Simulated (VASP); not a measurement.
NaH: single point with HSE06

NaH:

```xyz
4
Lattice="3.9533 0.0000 0.0000 -1.9767 3.4237 0.0000 0.0000 0.0000 4.8283" Properties=species:S:1:pos:R:3 pbc="T T T"
Na    0.0000    2.2824    1.2071
Na    1.9767    1.1412    3.6212
H     1.9767    1.1412    1.2071
H     0.0000    2.2824    3.6212
```

- Program: VASP 6.6.1
- Task: single point
- Functional: HSE06
- Potentials or basis: VASP PAW PBE potentials, release 64 (Na_pv, H)
- Cutoff: 520 eV
- k mesh: 6 × 6 × 4
- Occupations: gaussian, width 0.01 eV
- Spin: no spin polarisation

| Item | Value |
| --- | --- |
| Pressure | 0.1 GPa |
| Band gap on the k mesh | 4.26 eV, indirect (least direct gap 5.25 eV) |

Levels at points of the mesh, in eV from the valence-band top:
```csv
k point,band 6,band 7,band 8,band 9,band 10,band 11
"(0.00, 0.00, 0.00)",-24.52,-3.63,-0.01,5.93,9.18,11.59
"(0.50, 0.00, 0.00)",-24.53,-1.65,-0.64,4.83,8.72,8.81
"(0.00, 0.00, 0.50)",-24.55,-2.18,-2.18,8.12,8.12,12.36
"(0.50, 0.00, 0.50)",-24.53,-0.91,-0.91,4.96,4.96,9.73
```

It took 29 min on 1 × NVIDIA H100 80GB with 1 thread of AMD EPYC 7R13 Processor (Zen 3) (shared host), peak memory 1.3 GiB.

Caveat: the PAW data sets were made with another functional, which shifts forces and pressure a little. A k mesh can miss the band edges.
